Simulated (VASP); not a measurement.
Input of a VASP 6.6.1 run:

Contents of INCAR:

```
SYSTEM = Cs
PREC = Accurate
ENCUT = 520
EDIFF = 1E-6
ISMEAR = -1
SIGMA = 0.03
LREAL = .False.
LASPH = .True.
NELM = 100
ALGO = Normal
ISIF = 2
LWAVE = .False.
LCHARG = .False.
GGA = PE
NBANDS = 10
```

Contents of KPOINTS:

```
Automatic mesh
0
Gamma
  7 7 7
  0 0 0
```

POSCAR

```
Cs
1.0
   -3.0771709509      3.0771709509      3.0771709509
    3.0771709509     -3.0771709509      3.0771709509
    3.0771709509      3.0771709509     -3.0771709509
Cs
1
Direct
    0.0000000000      0.0000000000      0.0000000000
```

Potentials or basis: VASP PAW PBE potentials, release 64 (Cs_sv).

Run with:

```bash
$ cat potpaw_PBE.64/Cs_sv/POTCAR > POTCAR
$ mpirun -np 1 vasp_std > vasp.out
```

(1) Predict the pressure.

Results:

(1) 0.0 GPa.
